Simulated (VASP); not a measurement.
# Si5Mo3 in VASP: a series of runs

Runs on Si5Mo3. Level: PBE. Tasks: single point.

All numbers are computed with VASP 6.6.1; they aren't measurements. Logs are shortened: lines on timing, memory, paths and dates and some standing lists are left out, and cuts for length are marked.

**1. The cell of the first run**

The cell holds a disordered packing, 24 atoms: a = 7.460 Å, b = 6.805 Å, c = 7.543 Å, α = 88.30°, β = 87.28°, γ = 88.68°.

**2. Single point, PBE**

The input, INCAR:

```
  PREC = Accurate
  ENCUT = 400
  EDIFF = 1E-6
  ISMEAR = -1
  SIGMA = 0.2671
  LREAL = Auto
  LASPH = True
  NELM = 120
  ALGO = Normal
  ISIF = 2
  LWAVE = False
  LCHARG = False
  GGA = PE
  ISYM = -1
  NBANDS = 111
  GGA_COMPAT = False
```

The input, KPOINTS:

```
explicit points
1
Reciprocal
  0.25000000   0.25000000   0.25000000 1
```

The input, POSCAR:

```
Si5Mo3
1.0
    7.4574090000      0.0809830000      0.1775480000
    0.0809830000      6.8034930000      0.1053960000
    0.1775480000      0.1053960000      7.5398230000
Si Mo
15 9
Direct
   -0.0254558131      0.0447405805      0.8379659775
    0.5254514351     -0.0526332267      0.3751105935
    0.8061586330      0.5656252595      0.5250992639
    0.5203192040      0.3423696245      0.7376527243
    0.3084221084      0.7163189465      0.4574567758
    0.1814882281      0.3160903559      0.9237733391
    0.1695388387     -0.0418418911      1.0721777801
    0.6663888275      0.8279496733      0.6638774428
    0.4031353099      0.7077346549     -0.1484295148
    0.2552947352      1.0693600696      0.6546047111
    0.8142880109      0.4001614180      0.9179770373
    0.6020161638      0.6503306616      0.3182266989
    0.2027501205      0.5356872006      0.1613302903
    0.5321574439      0.0742536988      1.0625239435
    0.4623503681      0.3291218034      0.4482389700
    0.7712209082      0.1408832261      0.5777655181
    0.7993996438      0.9708308856      0.2476857215
    0.7432038332      0.7321048057      1.0210084146
    0.0717581900      0.6889182055      0.9004954432
    0.4899821250      0.4337263941      0.0253927216
    0.8199326669      0.3980342306      0.2376019144
    0.2336276057      0.1223929510      0.3183569639
    0.1427374199      0.4734651572      0.5418593942
    0.0186831214      0.8577879344      0.5468497645
```

Potentials or basis: VASP PAW PBE potentials, release 64 (Si, Mo_sv).

The run is started by

```console
$ cat potpaw_PBE.64/Si/POTCAR potpaw_PBE.64/Mo_sv/POTCAR > POTCAR
$ mpirun -np 1 vasp_std > vasp.out
```

OUTCAR:

```text
PREC = Accurate
   ENCUT = 400
   EDIFF = 1E-6
   ISMEAR = -1
   LREAL = Auto
   LASPH = True
   NELM = 120
   ISIF = 2
   GGA = PE
   ISYM = -1

 ion  position               nearest neighbor table
   1  0.975  0.045  0.838-   7 2.39  10 2.46  19 2.55   6 2.55  24 2.57  16 2.60  11 2.74  18 3.03
                             8 3.12
   2  0.525  0.947  0.375-  12 2.14  17 2.22   5 2.33  14 2.49  22 2.51   8 2.57  15 2.70  16 2.82
                            10 2.97
   3  0.806  0.566  0.525-  12 2.28   8 2.30  21 2.48  23 2.58  24 2.59  16 2.92   4 3.02  11 3.14
                            15 3.15
   4  0.520  0.342  0.738-  15 2.25  20 2.27  16 2.57  11 2.68   9 2.76   6 2.84  10 2.85  14 3.01
                             3 3.02
   5  0.308  0.716  0.457-  23 2.15   2 2.33  24 2.42  12 2.42  13 2.74  15 2.85  10 2.87  22 2.98
                             9 3.09
   6  0.181  0.316  0.924-  13 2.38   1 2.55  20 2.61  19 2.65   7 2.65  10 2.70  11 2.79   4 2.84
                            23 3.07  22 3.26
   7  0.170  0.958  0.072-  22 2.27   1 2.39  19 2.42   6 2.65  14 2.83   9 2.91  13 2.94  17 3.01

   8  0.666  0.828  0.664-   3 2.30  16 2.35   9 2.50   2 2.57  24 2.74  18 2.83  12 2.97   1 3.12

   9  0.403  0.708  0.852-  20 2.34  19 2.49   8 2.50   4 2.76  18 2.90   7 2.91  13 2.94  10 3.05
                             5 3.09
  10  0.255  0.069  0.655-   1 2.46  24 2.48  22 2.56   6 2.70  15 2.77   4 2.85   5 2.87  23 2.97
                             2 2.97   9 3.05
  11  0.814  0.400  0.918-  21 2.41  18 2.45  20 2.52   4 2.68   1 2.74  19 2.78   6 2.79   3 3.14
                            16 3.19
  12  0.602  0.650  0.318-   2 2.14   3 2.28  21 2.41   5 2.42  18 2.48  15 2.59  17 2.69  20 2.86
                             8 2.97
  13  0.203  0.536  0.161-   6 2.38  20 2.43  19 2.43   5 2.74  23 2.90   7 2.94   9 2.94  22 3.03
                            21 3.05
  14  0.532  0.074  0.063-  20 2.47   2 2.49  17 2.56  18 2.80   7 2.83  22 2.90   4 3.01
  15  0.462  0.329  0.448-   4 2.25  22 2.49  12 2.59  23 2.63   2 2.70  10 2.77  16 2.81   5 2.85
                            21 3.08   3 3.15  20 3.25
  16  0.771  0.141  0.578-   8 2.35   4 2.57   1 2.60  24 2.64  17 2.77  15 2.81   2 2.82   3 2.92
                            21 3.07  11 3.19
  17  0.799  0.971  0.248-   2 2.22  18 2.45  14 2.56  12 2.69  16 2.77  21 2.91  24 2.92   7 3.01
                            22 3.49
  18  0.743  0.732  0.021-  11 2.45  17 2.45  12 2.48  19 2.59  14 2.80  20 2.80  21 2.82   8 2.83
                             9 2.90   1 3.03
  19  0.072  0.689  0.900-   7 2.42  13 2.43   9 2.49   1 2.55  18 2.59   6 2.65  11 2.78  24 2.91
                            23 3.13
  20  0.490  0.434  0.025-   4 2.27   9 2.34  13 2.43  14 2.47  11 2.52   6 2.61  18 2.80  12 2.86
                            21 3.00  15 3.25
  21  0.820  0.398  0.238-  12 2.41  11 2.41   3 2.48  18 2.82  17 2.91  20 3.00  13 3.05  16 3.07
                            15 3.08  23 3.46
  22  0.234  0.122  0.318-   7 2.27  15 2.49   2 2.51  10 2.56  14 2.90  24 2.91   5 2.98  23 3.01
                            13 3.03   6 3.26  17 3.49
  23  0.143  0.473  0.542-   5 2.15   3 2.58  15 2.63  24 2.75  13 2.90  10 2.97  22 3.01   6 3.07
                            19 3.13  21 3.46
  24  0.019  0.858  0.547-   5 2.42  10 2.48   1 2.57   3 2.59  16 2.64   8 2.74  23 2.75  22 2.91
                            19 2.91  17 2.92

IMPORTANT INFORMATION: All symmetrisations will be switched off!
NOSYMM: (Re-)initialisation of all symmetry stuff for point group C_1.

----------------------------------------------------------------------------------------

                                     Primitive cell

  volume of cell :     382.2000

  direct lattice vectors                    reciprocal lattice vectors
     7.457409000  0.080983000  0.177548000     0.134186363 -0.001548626 -0.003138177
     0.080983000  6.803493000  0.105396000    -0.001548626  0.147033030 -0.002018846
     0.177548000  0.105396000  7.539823000    -0.003138177 -0.002018846  0.132731227

  length of vectors
     7.459961832  6.804791221  7.542649566     0.134231987  0.147055044  0.132783668

  position of ions in fractional coordinates (direct lattice)
     0.974544187  0.044740580  0.837965977
     0.525451435  0.947366773  0.375110593
     0.806158633  0.565625260  0.525099264
     0.520319204  0.342369625  0.737652724
     0.308422108  0.716318947  0.457456776
     0.181488228  0.316090356  0.923773339
[... 16 lines left out ...]
     0.142737420  0.473465157  0.541859394
     0.018683121  0.857787934  0.546849765

  ion indices of the primitive-cell ions
   primitive index   ion index
                 1           1
                 2           2
                 3           3
                 4           4
                 5           5
                 6           6
[... 16 lines left out ...]
                23          23
[... 20 lines left out ...]
   NGXF,Y,Z  is equivalent  to a cutoff of  22.29, 23.45, 22.04 a.u.
 SYSTEM =  unknown system
   PREC   = accura    normal or accurate (medium, high low for compatibility)
   ISTART =      0    job   : 0-new  1-cont  2-samecut
   ICHARG =      2    charge: 1-file 2-atom 10-const
   ISPIN  =      1    spin polarized calculation?
   LNONCOLLINEAR =      F non collinear calculations
   LSORBIT =      F    spin-orbit coupling
   LASPH  =      T    aspherical Exc in radial PAW
   ENCUT  =  400.0 eV  29.40 Ry    5.42 a.u.  12.17 11.10 12.30*2*pi/ulx,y,z
   NELM   =    120;   NELMIN=  2; NELMDL= -5     # of ELM steps
   EDIFF  = 0.1E-05   stopping-criterion for ELM
   LREAL  =      T    real-space projection
   EDIFFG = 0.1E-04   stopping-criterion for IOM
   NSW    =      0    number of steps for IOM
   IBRION =     -1    ionic relax: 0-MD 1-quasi-New 2-CG
   NFREE  =      0    steps in history (QN), initial steepest desc. (CG)
   ISIF   =      2    stress and relaxation
   ISYM   =     -1    0-nonsym 1-usesym 2-fastsym
   POTIM  = 0.5000    time-step for ionic-motion
   TEBEG  =    0.0;   TEEND  =   0.0 temperature during run
   PSTRESS=    0.0 pullay stress
   NELECT =     186.0000    total number of electrons
   NUPDOWN=      -1.0000    fix difference up-down
   EMIN   =  10.00;   EMAX   =-10.00  energy-range for DOS
   EFERMI =   0.00;   METHOD = LEGACY
   ISMEAR =    -1;   SIGMA  =   0.27  broadening in eV -4-tet -1-fermi 0-gaus
   EFERMI_NEDOS =   21; number of points for ismear=-14 and -15
   IALGO  =     38    algorithm
   IMIX   =      4    mixing-type and parameters
     AMIX     =   0.40;   BMIX     =  1.00
     AMIX_MAG =   1.60;   BMIX_MAG =  1.00
  volume/ion in A,a.u.               =      15.92       107.47
  Fermi-wavevector in a.u.,A,eV,Ry     =   1.287703  2.433405 22.560883  1.658178
  Thomas-Fermi vector in A             =   2.419701
   LORBIT       =      0    0 simple, 1 ext, 2 COOP (PROOUT), +10 PAW based schemes
   GGA     = PE    functional components
   LHFCALC =     F    Hartree Fock is set to
   AEXX    =    0.0000 exact exchange contribution
   IVDW    =     0    specifies the selected vdW correction
   LEPSILON=     F    determine dielectric tensor
   LRPA    =     F    only Hartree local field effects (RPA)
 non-spin polarized calculation
  energy-cutoff  :      400.00
  volume of cell :      382.20
 maximum number of plane-waves:      6944
 NGX is ok and might be reduce to    48
   NGX = 25   NGY = 23   NGZ = 25

 number of electron     186.0000000 magnetization

 Free energy of the ion-electron system (eV)
  ---------------------------------------------------
  ext. energy  EPLUGINS =         0.00000000
  ---------------------------------------------------
  free energy    TOTEN  =      -170.78262743 eV

  energy without entropy =     -167.23713609  energy(sigma->0) =     -169.00988176

 E-fermi :   9.8405     XC(G=0): -11.5849

 val. band max:        9.8190921160   @ k =   0.2500   0.2500   0.2500
 cond. band min:       9.9336063214   @ k =   0.2500   0.2500   0.2500
 fundamental gap:      0.1145142054
 Fermi energy:         9.8404949854

 k-point     1 :       0.2500    0.2500    0.2500
  band No.  band energies     occupation
      1     -51.0714      2.00000
      2     -50.9345      2.00000
      3     -50.8479      2.00000
      4     -50.8172      2.00000
      5     -50.7955      2.00000
      6     -50.7728      2.00000
[... 97 lines left out ...]
    104      11.1534      0.01456
    105      11.2559      0.00994
 [bands above 105 left out]

------------------------ aborting loop because EDIFF is reached ----------------------------------------

  FORCE on cell =-STRESS in cart. coord.  units (eV):
  Direction    XX          YY          ZZ          XY          YZ          ZX
  --------------------------------------------------------------------------------------
  -------------------------------------------------------------------------------------
  Total        7.0841472     15.8084542     15.5237492     -2.2988123      4.9868966     -4.6397394
  in kB       29.6966528     66.2688345     65.0753548     -9.6365912     20.9050056    -19.4497274
  external PRESSURE =      53.6802807 kB  Pullay stress =       0.0000000 kB

 VOLUME and BASIS-vectors are now :
 -----------------------------------------------------------------------------
  energy-cutoff  :      400.00
  volume of cell :      382.20
      direct lattice vectors                 reciprocal lattice vectors
     7.457409000  0.080983000  0.177548000     0.134186363 -0.001548626 -0.003138177
     0.080983000  6.803493000  0.105396000    -0.001548626  0.147033030 -0.002018846
     0.177548000  0.105396000  7.539823000    -0.003138177 -0.002018846  0.132731227

 POSITION                                       TOTAL-FORCE (eV/Angst)
 -----------------------------------------------------------------------------------
      7.41998      0.47163      6.49586        -1.645883      0.224798      0.072533
      4.06183      6.52749      3.02141        -2.373690      4.449827      2.432940
      6.15089      3.96886      4.16190         1.605204     -1.550958      1.323317
      4.03893      2.44919      5.69024        -0.116104     -1.035738     -0.170160
      2.43926      4.94666      3.57940         1.961459      2.574658     -1.413061
      1.54304      2.26258      7.03063         0.035454     -0.583242     -1.259973
[... 16 lines left out ...]
      1.19900      3.28989      4.16077        -2.002636     -3.632070      0.421696
      0.30589      5.89510      4.21687        -1.506668      0.625894      0.140027
 -----------------------------------------------------------------------------------
    total drift:                               -0.000250      0.000547     -0.000779

  FREE ENERGIE OF THE ION-ELECTRON SYSTEM (eV)
  ---------------------------------------------------
  free  energy   TOTEN  =      -170.7826274312 eV

  energy  without entropy=     -167.2371360915  energy(sigma->0) =     -169.00988176
```

Wall time 2.8 min (1 thread of AMD EPYC 7R43 (Zen 3), shared host); peak memory 0.3 GiB.

Results:

```yaml
Free_energy: -170.7826 eV
Pressure: 5.4 GPa
Largest_force: 5.600 eV/Å
```

Forces on the atoms (eV/Å):
```
Si  -1.646  0.225  0.073
Si  -2.374  4.450  2.433
Si   1.605 -1.551  1.323
Si  -0.116 -1.036 -0.170
Si   1.961  2.575 -1.413
Si   0.035 -0.583 -1.260
Si  -0.516 -1.406 -0.611
Si  -0.983 -0.507  1.413
Si   0.916  1.895 -1.084
Si   0.756  0.622  0.084
Si   1.048 -1.215 -1.856
Si  -0.001 -2.188 -1.706
Si  -1.091 -0.072  3.086
Si   0.035 -0.690  0.380
Si   0.413 -0.317 -1.535
Mo   0.790  3.552 -0.811
Mo   3.502  0.836 -0.638
Mo  -1.493  1.448 -2.181
Mo  -1.080 -1.824 -0.387
Mo  -0.004 -0.513  3.101
Mo   1.702 -1.709  0.662
Mo   0.049  1.014  0.535
Mo  -2.003 -3.632  0.422
Mo  -1.507  0.626  0.140
```

Stress tensor (GPa, compression positive):
```
 2.97 -0.96 -1.94
-0.96  6.63  2.09
-1.94  2.09  6.51
```

Caveat: the atoms stand as in a frame of molecular dynamics; so wide a smearing shifts energies and pressures.

**3. Single point, PBE**

The input, INCAR:

```
PREC     = Accurate       # precision mode
ENCUT    = 400            # plane-wave cutoff, eV
EDIFF    = 1E-6           # SCF threshold, eV
ISMEAR   = -1             # smearing method
SIGMA    = 0.1922         # smearing width, eV
LREAL    = Auto         
LASPH    = True           # aspherical terms in the spheres
NELM     = 120            # most SCF steps
ALGO     = Normal         # electronic algorithm
ISIF     = 2              # what is computed and relaxed
LWAVE    = False          # write WAVECAR
LCHARG   = True           # write CHGCAR
GGA      = PE             # functional
LELF     = True           # ELF
LVHAR    = True         
NBANDS   = 111            # bands
ISYM     = -1           
GGA_COMPAT= False
```

KPOINTS is that of step 2.

The input, POSCAR:

```
Si5Mo3
1.0
    7.4574090000      0.0809830000      0.1775480000
    0.0809830000      6.8034930000      0.1053960000
    0.1775480000      0.1053960000      7.5398230000
Si Mo
15 9
Direct
    0.8924040969     -0.0441668009      0.8327067415
    0.5471237937      1.0451161625      0.3766725295
    0.7935057158      0.5750276140      0.5537988142
    0.5159488725      0.2354885967      0.7635099330
    0.3364761842      0.7808827493      0.4704431932
    0.2223381109      0.3415891520      0.8616929314
    0.1530241654      0.9400703502      0.0422843097
    0.6440571266      0.8599244591      0.6960727522
    0.3908483606      0.7031042240      0.8645798824
    0.2576518694      0.0862586433      0.6590620377
    0.8779652657      0.3649409288      0.8492797124
    0.6067038118      0.6561643237      0.3157702583
    0.1069496077      0.4840188317      0.2103416303
    0.5677043609      0.0503940425      0.0791973360
    0.4395178608      0.3840076260      0.4016122945
    0.7683687350      0.2063140598      0.5661688598
    0.8569404066      0.9395112496      0.2619092274
    0.7340079110      0.7087383924      0.0148975874
    0.0784727483      0.6486803016      0.9034038347
    0.4873790626      0.4172955330      0.0578612445
    0.8422177635      0.3641711672      0.1983632422
    0.2291947845      0.1219085155      0.3001004473
    0.1252657405      0.4537880321      0.5249905568
    0.0096392654      0.8553697508      0.5359432201
```

Potentials or basis: VASP PAW PBE potentials, release 64 (Si, Mo_sv).

The run is started by

```console
$ cat potpaw_PBE.64/Si/POTCAR potpaw_PBE.64/Mo_sv/POTCAR > POTCAR
$ mpirun -np 1 vasp_std > vasp.out
```

Run time: 71 s. Hardware: 1 thread of AMD EPYC 7R43 (Zen 3), shared host; peak memory 0.3 GiB.

It converged, with:

- Free energy: -173.5152 eV
- Pressure: 1.2 GPa
- Largest force: 5.181 eV/Å

Forces on the atoms (eV/Å):
```
Si   1.552  2.403  0.556
Si   0.397  0.235  1.730
Si   0.169 -0.475 -0.273
Si   0.069  0.413  0.917
Si  -0.517 -0.739  0.335
Si   0.217 -1.059  0.409
Si   0.293  1.304  0.445
Si  -1.205 -0.405 -1.216
Si   1.894  0.388 -0.384
Si  -1.332  0.036 -0.692
Si  -0.976 -0.856  0.102
Si   0.399  0.189 -0.592
Si   4.800  1.870 -0.549
Si  -0.085 -0.055 -1.176
Si   0.193 -0.438  0.400
Mo   1.414 -0.791 -0.110
Mo  -0.655  0.497 -0.453
Mo  -2.163 -0.101 -1.320
Mo  -1.290 -0.614  0.370
Mo  -0.951  0.131 -0.475
Mo  -3.475 -2.462  0.053
Mo   0.605  0.092  0.523
Mo  -0.752  0.157  1.535
Mo   1.400  0.279 -0.136
```

Stress tensor (GPa, compression positive):
```
 2.44  1.18 -1.86
 1.18 -0.37  0.69
-1.86  0.69  1.56
```

Levels at points of the mesh, in eV from the Fermi level:
```csv
k point,band 91,band 92,band 93,band 94,band 95,band 96
"(0.25, 0.25, 0.25)",-0.43,-0.23,-0.04,0.08,0.15,0.44
```

Caveat: the atoms stand as in a frame of molecular dynamics.

**4. Single point, PBE**

The input, INCAR:

```
  ALGO = Normal
  EDIFF = 1E-6
  ENCUT = 400
  GGA = PE
  GGA_COMPAT = F
  ISIF = 2
  ISMEAR = -1
  ISYM = -1
  LASPH = T
  LCHARG = F
  LREAL = Auto
  LWAVE = F
  NBANDS = 111
  NELM = 120
  PREC = Accurate
  SIGMA = 0.1922
```

KPOINTS is that of step 3.

The input, POSCAR:

```
Si5Mo3
1.0
    7.4574090000      0.0809830000      0.1775480000
    0.0809830000      6.8034930000      0.1053960000
    0.1775480000      0.1053960000      7.5398230000
Si Mo
15 9
Direct
    0.8791167279     -0.0455895814      0.8570808019
    0.5823047556      1.0836141388      0.3836199284
    0.7752203700      0.5534623670      0.5508177651
    0.4939906734      0.3113780165      0.7398572813
    0.2912769630      0.7657150972      0.4493075036
    0.1964980021      0.3173115955      0.9965822540
    0.1238508229      0.9604979129      0.0389233137
    0.6239307574      0.8638931848      0.6581177643
    0.3988145713      0.6765505415      0.8520430187
    0.1945571497      0.0949793366      0.6476899159
    0.9106216652      0.3359814299      0.8689876202
    0.6170020468      0.6636780086      0.2943246165
    0.1760452398      0.5648675906      0.2139419898
    0.5921564046      0.0418471749      0.0516569540
    0.4425636122      0.3897190160      0.4407119226
    0.8074119082      0.1714632518      0.6177684927
    0.8576842507      0.9501698657      0.2211860641
    0.7055886075      0.6857446291     -0.0464577997
    0.0832549058      0.6241603647      0.8823683596
    0.5057177761      0.4182197467      0.0682126267
    0.8217634203      0.3350932908      0.2219749795
    0.2032329988      0.1669555073      0.2898587865
    0.1051662405      0.4700583645      0.5923614749
   -0.0106406236      0.8548414127      0.5605349563
```

The run is started by

```console
$ cat potpaw_PBE.64/Si/POTCAR potpaw_PBE.64/Mo_sv/POTCAR > POTCAR
$ mpirun -np 1 vasp_std > vasp.out
```

Wall time 74 s (1 thread of AMD EPYC 7R43 (Zen 3), shared host); peak memory 0.3 GiB.

The run converged. Its results:

- Free energy: -172.5578 eV
- Pressure: 1.7 GPa
- Largest force: 3.523 eV/Å

Forces in eV/Å, atoms in the order of the input:
```
Si   0.833  0.756  1.047
Si  -0.778 -0.528 -0.356
Si   0.379 -0.607 -0.053
Si  -0.124 -0.408  1.367
Si   1.528  0.283 -0.485
Si   0.197 -1.834 -0.832
Si   2.378  0.414 -0.277
Si  -0.969 -0.366 -0.357
Si   0.215  0.733 -0.814
Si   0.831  1.141  0.642
Si  -1.390 -0.290  1.101
Si  -0.089  0.508 -0.163
Si  -0.594 -0.268  0.814
Si  -0.837  0.489  0.040
Si  -0.858  0.827 -0.699
Mo  -0.435  1.140 -3.305
Mo  -0.565 -1.264  1.212
Mo  -0.723  0.069  0.157
Mo  -0.806  2.650  1.659
Mo  -1.198 -1.591  1.065
Mo   1.404  0.521 -0.454
Mo   1.044 -0.696  2.075
Mo   1.180 -0.210 -2.243
Mo  -0.624 -1.470 -1.139
```

Stress tensor (GPa, compression positive):
```
 0.54  0.07  0.93
 0.07  3.66 -0.94
 0.93 -0.94  0.85
```

Levels at points of the mesh, in eV from the Fermi level:
| k point | band 90 | band 91 | band 92 | band 93 | band 94 | band 95 | band 96 | band 97 |
| --- | --- | --- | --- | --- | --- | --- | --- | --- |
| (0.25, 0.25, 0.25) | -0.38 | -0.33 | -0.21 | -0.11 | 0.02 | 0.22 | 0.33 | 0.49 |

Caveat: the atoms stand as in a frame of molecular dynamics.

**5. The runs side by side**

```csv
cell,smearing,pressure (GPa),largest force (eV/Å)
"as given, atomic positions A",fermi-dirac 0.2671 eV,5.4,5.60
"as given, atomic positions B",fermi-dirac 0.1922 eV,1.2,5.18
"as given, atomic positions C",fermi-dirac 0.1922 eV,1.7,3.52
```

Alike in all rows: task single point; level PBE; potentials or basis VASP PAW PBE potentials, release 64 (Si, Mo_sv); no spin polarisation; k mesh 1 × 1 × 1, shifted; cutoff (eV) 400.

Caveats: the atoms stand as in a frame of molecular dynamics; so wide a smearing shifts energies and pressures (at least some runs).

Total energies depend on the potentials used, so only differences within one code and one set of settings carry meaning.
